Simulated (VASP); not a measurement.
Wanted: the native input for a VASP 6.6.1 run.

- Task: single point
- Functional: LDA
- Potentials or basis: VASP PAW LDA potentials, release 64 (Pd)
- Cutoff: 520 eV
- k mesh: 20 × 20 × 20
- Occupations: fermi-dirac, width 0.1 eV
- Spin: no spin polarisation
- Dipole correction: no
- Further INCAR settings: ALGO = Normal; EDIFF = 1e-06; NBANDS = 11

The structure of Pd lies in POSCAR:

```
Pd
1.0
    2.5394490273      0.0000000000      0.0000000000
    0.0000000000      2.5394490273      0.0000000000
    0.0000000000      0.0000000000      2.5394490273
Pd
1
Direct
    0.0000000000      0.0000000000      0.0000000000
```

These files were run (other wordings do the same):

INCAR

```
SYSTEM = Pd
PREC = Accurate ; ENCUT = 520
EDIFF = 1E-6 ; ISMEAR = -1
SIGMA = 0.1 ; LREAL = .False.
LASPH = .True. ; NELM = 80
ALGO = Normal ; ISIF = 2
LWAVE = .False. ; LCHARG = .False.
GGA = CA ; NBANDS = 11
```

KPOINTS

```
regular mesh
0
Gamma
  20 20 20
  0 0 0
```

Potentials or basis: VASP PAW LDA potentials, release 64 (Pd).

Launch:

```bash
$ cat potpaw_LDA.64/Pd/POTCAR > POTCAR
$ mpirun -np 1 vasp_std > vasp.out
```

It gave:

```yaml
Pressure: 0.1 GPa
Band_gap_on_the_k_mesh: zero (band 5 reaches 9.61 eV, above the bottom of band 6 at 7.48 eV)
```

It took 50 s on 1 thread of Intel Xeon 8259CL, on a shared host, peak memory 0.16 GiB.
